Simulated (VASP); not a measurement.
A run of VASP 6.6.1:

Contents of INCAR:

```
SYSTEM = LaB2Rh2C
PREC = Accurate ; ENCUT = 600
EDIFF = 1E-6 ; ISMEAR = 0
SIGMA = 0.1 ; LREAL = .False.
LASPH = .True. ; NELM = 100
ALGO = Normal ; ISIF = 3
LWAVE = .False. ; LCHARG = .False.
GGA = PS ; IBRION = 2
NSW = 100 ; EDIFFG = -0.05
```

The input KPOINTS:

```
regular mesh
0
Gamma
  8 8 8
  0 0 0
```

The input POSCAR:

```
LaB2Rh2C
1.0
   -1.9587227900      1.9587227900      5.1970867800
    1.9587227900     -1.9587227900      5.1970867800
    1.9587227900      1.9587227900     -5.1970867800
B C La Rh
2 1 1 2
Direct
    0.3550290000      0.3550290000      0.0000000000
    0.6449710000      0.6449710000      0.0000000000
    0.5000000000      0.5000000000      0.0000000000
    0.0000000000      0.0000000000      0.0000000000
    0.2500000000      0.7500000000      0.5000000000
    0.7500000000      0.2500000000      0.5000000000
```

Potentials or basis: VASP PAW PBE potentials, release 64 (B, C, La, Rh_pv).

Launch:

```bash
$ cat potpaw_PBE.64/B/POTCAR potpaw_PBE.64/C/POTCAR potpaw_PBE.64/La/POTCAR potpaw_PBE.64/Rh_pv/POTCAR > POTCAR
$ mpirun -np 1 vasp_std > vasp.out
```

Hardware: 1 thread of Intel(R) Xeon(R) 6975P-C (Granite Rapids), with other jobs on the host.

Q: How long does it take, and how much memory?

A: Wall time 16 min on 1 thread of Intel(R) Xeon(R) 6975P-C (Granite Rapids) (shared host), peak memory 0.5 GiB. Counts: scf iterations 64, k points 59, ion steps 6.
